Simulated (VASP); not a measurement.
Crystal: Si2Ni.

```xyz
3
Lattice="0.0000 2.7234 2.7234 2.7234 0.0000 2.7234 2.7234 2.7234 0.0000" Properties=species:S:1:pos:R:3 pbc="T T T"
Si    1.3617    1.3617    1.3617
Si    4.0851    4.0851    4.0851
Ni    0.0000    0.0000    0.0000
```

| Property | Result |
| --- | --- |
| Program | VASP 6.6.1 |
| Task | relaxation of cell and atoms |
| Functional | PBE |
| Dispersion | D3(BJ) |
| Potentials or basis | VASP PAW PBE potentials, release 64 (Si, Ni) |
| Cutoff | 600 eV |
| k mesh | 14 × 14 × 14 |
| Occupations | gaussian, width 0.1 eV |
| Spin | no spin polarisation |

At the start: pressure -5.3 GPa; volume 13.47 Å³/atom.

Where does the relaxation end?

Over 3 steps the energy falls by 8.3 meV/atom and the volume is 12.98 Å³/atom (-3.6 %); space group Fm-3m (No. 225, to 0.1 Å) before and after.

The path:
| step | energy change (eV) | largest force (eV/Å) | pressure (GPa) | volume (Å³) |
| --- | --- | --- | --- | --- |
| 1 | 0.0000 | 0.0000 | -5.31 | 40.40 |
| 2 | -0.0087 | 0.0000 | 4.80 | 37.84 |
| 3 | -0.0248 | 0.0000 | -0.03 | 38.95 |

Final structure:
```
Si Ni
1.0
     0.00000    2.69054    2.69054
     2.69054    0.00000    2.69054
     2.69054    2.69054    0.00000
Si Ni
2 1
Cartesian
  1.3453 1.3453 1.3453
  4.0358 4.0358 4.0358
  0.0000 0.0000 0.0000
```
